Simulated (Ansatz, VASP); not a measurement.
PbSe: VASP beside Ansatz

```xyz
2
Lattice="0.0000 3.0211 3.0211 3.0211 0.0000 3.0211 3.0211 3.0211 0.0000" Properties=species:S:1:pos:R:3 pbc="T T T"
Pb    0.0000    0.0000    0.0000
Se    3.0211    3.0211    3.0211
```

Alike in both runs: functional LDA; k mesh 10 × 10 × 10; occupations gaussian, width 0.01 eV; no spin polarisation.

Ansatz relaxed the structure, and its values are those at the end. VASP's run is a single point on that final structure, the one shown.

```csv
,VASP,Ansatz
version,VASP 6.6.1,Ansatz 0.2.0
potentials or method,"VASP PAW LDA potentials, release 64 (Pb_d, Se), cutoff 500 eV","scalar-relativistic, plane waves, PAW"
valence electrons in the cell,20,30
```

Ansatz gave:

* gap on the k mesh at the Fermi level (eV): 0.05
* least direct gap on the mesh (eV): 0.05
* pressure (GPa): 0.0

**Question.** Estimate VASP's values.

**Answer.** gap on the k mesh at the Fermi level (eV): 0.03; least direct gap on the mesh (eV): 0.03; pressure (GPa): 0.1.

LDA's correlation is that of Perdew and Zunger in VASP and of Perdew and Wang (1992) in Ansatz. VASP's potentials hold 20 valence electrons a cell and Ansatz's 30, so a difference there can come from the potentials and not from the codes.

Spin-orbit coupling is off throughout.
